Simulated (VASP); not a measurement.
A run of VASP 6.6.1:

The input INCAR:

```
PREC     = Accurate       # precision mode
ENCUT    = 520            # plane-wave cutoff, eV
EDIFF    = 1E-7           # SCF threshold, eV
ISMEAR   = -1             # smearing method
SIGMA    = 0.1            # smearing width, eV
LREAL    = F              # projectors in reciprocal space
LASPH    = T              # aspherical terms in the spheres
NELM     = 80             # most SCF steps
ALGO     = Normal         # electronic algorithm
ISIF     = 2              # what is computed and relaxed
LWAVE    = F              # write WAVECAR
LCHARG   = F              # write CHGCAR
GGA      = PE             # functional
NBANDS   = 21             # bands
```

The input KPOINTS:

```
regular mesh
0
Gamma
  6 6 6
```

POSCAR

```
Ge
1.0
    4.0777812959      0.0000000000      0.0000000000
    2.0388906479      3.5314621933      0.0000000000
    2.0388906479      1.1771540644      3.3294944858
Ge
2
Direct
    0.0000000000      0.0000000000      0.0000000000
    0.2500000000      0.2500000000      0.2500000000
```

Potentials or basis: VASP PAW PBE potentials, release 64 (Ge_d).

Command:

```bash
$ cat potpaw_PBE.64/Ge_d/POTCAR > POTCAR
$ mpirun -np 1 vasp_std > vasp.out
```

Hardware: 1 thread of AMD EPYC 7571 (shared host).

Problem. How long does it take, and how much memory?

Solution. Wall time 30 s on 1 thread of AMD EPYC 7571 (shared host), peak memory 0.13 GiB. Counts: scf iterations 12, k points 16.
